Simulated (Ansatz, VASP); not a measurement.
## Two plane-wave programs on Ga

```
Ga
1.0
     0.00000    1.96279    1.96279
     1.96279    0.00000    1.96279
     1.96279    1.96279    0.00000
Ga
1
Cartesian
  0.0000 0.0000 0.0000
```

Alike in both runs: task single point; functional LDA; k mesh 15 × 15 × 15; occupations fermi-dirac, width 0.1 eV; no spin polarisation.

```csv
,VASP,Ansatz
version,VASP 6.6.1,Ansatz 0.2.0
potentials or method,"VASP PAW LDA potentials, release 64 (Ga_d), cutoff 520 eV","plane waves (420 eV) with PAW, scalar-relativistic"
valence electrons in the cell,13,13
```

Ansatz gave:

* pressure (GPa): 10.8

Q: Which values does VASP return?

A: Pressure (GPa): 11.1.

Ansatz warns that its potentials were made for another functional, while VASP's fit it. LDA's correlation is that of Perdew and Zunger in VASP and of Perdew and Wang (1992) in Ansatz.
